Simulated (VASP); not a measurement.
Set up this calculation in VASP 6.6.1, as the native input.

```
Task                   : single point
Functional             : PBE
Potentials or basis    : VASP PAW PBE potentials, release 64 (Te, Sn_d)
Cutoff                 : 520 eV
k mesh                 : 5 × 5 × 5
Occupations            : fermi-dirac, width 0.05 eV
Spin                   : non-collinear spin, zero start, spin-orbit coupling
Starting moments       : [[0.0, 0.0, 0.0], [0.0, 0.0, 0.0]] μB
Dipole correction      : no
Further INCAR settings : ALGO = Normal; EDIFF = 1e-06; NBANDS = 32
```

The structure of SnTe lies in POSCAR:

```
SnTe
1.0
    3.9047000000      0.0000000000      0.0000000000
    0.0000000000      3.9047000000      0.0000000000
    0.0000000000      0.0000000000      3.9047000000
Te Sn
1 1
Direct
    0.5000000000      0.5000000000      0.5000000000
    0.0000000000      0.0000000000      0.0000000000
```

These files were run (other wordings do the same):

INCAR

```
  ALGO = Normal
  EDIFF = 1E-6
  ENCUT = 520
  GGA = PE
  GGA_COMPAT = False
  ISIF = 2
  ISMEAR = -1
  LASPH = True
  LCHARG = True
  LORBIT = 11
  LORBMOM = True
  LREAL = False
  LSORBIT = True
  LVHAR = True
  LWAVE = False
  MAGMOM = 0 0 0 0 0 0
  NBANDS = 32
  NELM = 150
  PREC = Accurate
  SIGMA = 0.05
```

KPOINTS

```
k-points
0
Gamma
  5 5 5
```

Potentials or basis: VASP PAW PBE potentials, release 64 (Te, Sn_d).

Run with:

```console
$ cat potpaw_PBE.64/Te/POTCAR potpaw_PBE.64/Sn_d/POTCAR > POTCAR
$ mpirun -np 1 vasp_ncl > vasp.out
```

Results of the run:

```yaml
Pressure: -0.4 GPa
Net_moment: 0.00 μB per cell
Valence_electrons_inside_the_program's_atomic_spheres: Te 3.33; Sn 12.01
```

Wall time 120 s on 1 thread of Intel Xeon 8259CL (shared host), peak memory 0.28 GiB.
